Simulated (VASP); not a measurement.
Wanted: the native input for a VASP 6.6.1 run.

```
Task                   : relaxation of cell and atoms
Functional             : PBE
Potentials or basis    : VASP PAW PBE potentials, release 64 (Al, Ni)
Cutoff                 : 600 eV
k mesh                 : 16 × 16 × 16
Occupations            : gaussian, width 0.1 eV
Spin                   : no spin polarisation
Target pressure        : 90 GPa
Dipole correction      : no
Further INCAR settings : ALGO = Normal; EDIFF = 1e-07; IBRION = 2; EDIFFG = -0.008; NSW = 70; ISIF = 3
```

The structure of AlNi lies in POSCAR:

```
AlNi
1.0
    2.6330027513      0.0000000000      0.0000000000
    0.0000000000      2.6330027513      0.0000000000
    0.0000000000      0.0000000000      2.6330027513
Al Ni
1 1
Direct
    0.5000000000      0.5000000000      0.5000000000
    0.0000000000      0.0000000000      0.0000000000
```

The input as run:

INCAR

```
SYSTEM = AlNi
ALGO = Normal ; EDIFF = 1E-7
EDIFFG = -0.008 ; ENCUT = 600
GGA = PE ; IBRION = 2
ISIF = 3 ; ISMEAR = 0
LASPH = .TRUE. ; LCHARG = .FALSE.
LREAL = .FALSE. ; LWAVE = .FALSE.
NELM = 100 ; NSW = 70
PREC = Accurate ; PSTRESS = 900.0
SIGMA = 0.1
```

KPOINTS

```
k-points
0
G
  16 16 16
  0 0 0
```

Potentials or basis: VASP PAW PBE potentials, release 64 (Al, Ni).

Command:

```sh
$ cat potpaw_PBE.64/Al/POTCAR potpaw_PBE.64/Ni/POTCAR > POTCAR
$ mpirun -np 1 vasp_std > vasp.out
```

Results of the run:

```
Relaxed volume                                         : 8.99 Å³/atom
Relaxed cell                                           : a = 2.620 Å, b = 2.620 Å, c = 2.620 Å, α = 90.00°, β = 90.00°, γ = 90.00°
Space group after relaxing (to 0.05 Å)                 : Pm-3m (No. 221)
Energy change on relaxing (the enthalpy is what falls) : +73.6 meV/atom
Ionic steps                                            : 3
Pressure after relaxing                                : 89.9 GPa
```

Caveat: the cell is relaxed towards a set pressure, so the enthalpy falls and the energy may rise.

Wall time 2.9 min on 1 thread of AMD EPYC 7R13, on a shared host, peak memory 0.15 GiB.
